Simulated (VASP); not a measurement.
Set up this calculation in VASP 6.6.1, as the native input.

```
Task                   : single point
Functional             : LDA
Potentials or basis    : VASP PAW LDA potentials, release 64 (Sn_d, O)
Cutoff                 : 520 eV
k mesh                 : 12 × 12 × 10
Occupations            : gaussian, width 0.15 eV
Spin                   : no spin polarisation
Dipole correction      : no
Further INCAR settings : ALGO = Normal; EDIFF = 1e-07; NBANDS = 28
```

The structure of SnO lies in POSCAR:

```
SnO
1.0
    3.9222846524      0.0000000000      0.0000000000
    0.0000000000      3.9222846524      0.0000000000
    0.0000000000      0.0000000000      4.2937250090
Sn O
2 2
Direct
    0.0000000000      0.5000000000      0.2457459271
    0.5000000000      0.0000000000      0.7542540729
    0.0000000000      0.0000000000      0.0000000000
    0.5000000000      0.5000000000      0.0000000000
```

One way to write it, as run:

INCAR

```
SYSTEM = SnO
PREC = Accurate
ENCUT = 520
EDIFF = 1E-7
ISMEAR = 0
SIGMA = 0.15
LREAL = .FALSE.
LASPH = .TRUE.
NELM = 60
ALGO = Normal
ISIF = 2
LWAVE = .FALSE.
LCHARG = .FALSE.
GGA = CA
NBANDS = 28
```

KPOINTS

```
Automatic mesh
0
G
  12 12 10
  0 0 0
```

Potentials or basis: VASP PAW LDA potentials, release 64 (Sn_d, O).

The run is started by

```bash
$ cat potpaw_LDA.64/Sn_d/POTCAR potpaw_LDA.64/O/POTCAR > POTCAR
$ mpirun -np 1 vasp_std > vasp.out
```

Results of the run:

| Item | Value |
| --- | --- |
| Pressure | -1.6 GPa |
| Largest force | 0.424 eV/Å |
| Band gap on the k mesh | 0.38 eV (least direct gap 1.50 eV) |

Caveat: the stress differs along the axes, from -4 to 4 GPa; semilocal functionals underestimate gaps, and a narrow one can read as zero; spin-orbit coupling is left out, which moves the levels of the heavy elements.

Wall time 2.3 min on 1 thread of Intel(R) Xeon(R) 6975P-C (Granite Rapids), with other jobs on the host, peak memory 0.33 GiB.
